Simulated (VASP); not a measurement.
Write the native input for VASP 6.6.1 that does the following.

| Item | Value |
| --- | --- |
| Task | single point |
| Functional | r2SCAN |
| Potentials or basis | VASP PAW PBE potentials, release 64 (Sn_d) |
| Cutoff | 520 eV |
| k mesh | 11 × 11 × 8 |
| Occupations | gaussian, width 0.6 eV |
| Spin | no spin polarisation |
| Dipole correction | no |
| Further INCAR settings | ALGO = Normal; EDIFF = 1e-06; NBANDS = 21 |

Sn:

```
Sn
1.0
    -2.94828    2.95040    1.58882
     2.95040   -2.94828    1.58882
     2.94605    2.94605   -1.58493
Sn
2
Cartesian
  2.9503 -2.9481 1.5888
  -0.0004 2.9486 0.7964
```

The input as run:

POSCAR

```
Sn
1.0
   -2.9482820713      2.9504023647      1.5888172584
    2.9504023647     -2.9482820713      1.5888172584
    2.9460530987      2.9460530987     -1.5849306448
Sn
2
Direct
    0.0000251473      0.9999748527      0.0000000000
    0.7499748527      0.2500251473      0.5000000000
```

INCAR.step1

```
SYSTEM = Sn
PREC = Accurate
ENCUT = 520
ISMEAR = 0
SIGMA = 0.6
LREAL = .FALSE.
LASPH = .TRUE.
NELM = 80
NBANDS = 21
GGA = PE
ALGO = Normal
EDIFF = 1E-4
LWAVE = .TRUE.
LCHARG = .FALSE.
```

INCAR.step2

```
SYSTEM = Sn
PREC = Accurate
ENCUT = 520
EDIFF = 1E-6
ISMEAR = 0
SIGMA = 0.6
LREAL = .FALSE.
LASPH = .TRUE.
NELM = 80
ALGO = Normal
ISIF = 2
LWAVE = .FALSE.
LCHARG = .TRUE.
METAGGA = R2SCAN
LMIXTAU = .TRUE.
LELF = .TRUE.
LVHAR = .TRUE.
NBANDS = 21
ISTART = 1
```

KPOINTS

```
regular mesh
0
G
  11 11 8
  0 0 0
```

Potentials or basis: VASP PAW PBE potentials, release 64 (Sn_d).

Launch:

```console
$ cat potpaw_PBE.64/Sn_d/POTCAR > POTCAR
$ cp INCAR.step1 INCAR
$ mpirun -np 1 vasp_std > vasp.out
$ cp INCAR.step2 INCAR
$ mpirun -np 1 vasp_std > vasp.out
```

Results of the run:

* Pressure: 0.2 GPa
* Band gap on the k mesh: zero (bands 14 and 15 overlap by 3.86 eV)

Caveat: so wide a smearing shifts energies and pressures; the PAW data sets were made with another functional, which shifts forces and pressure a little; spin-orbit coupling is left out, which moves the levels of the heavy elements.

Wall time 16 min on 1 thread of AMD EPYC 7R13 Processor (Zen 3), on a shared host, peak memory 0.36 GiB.
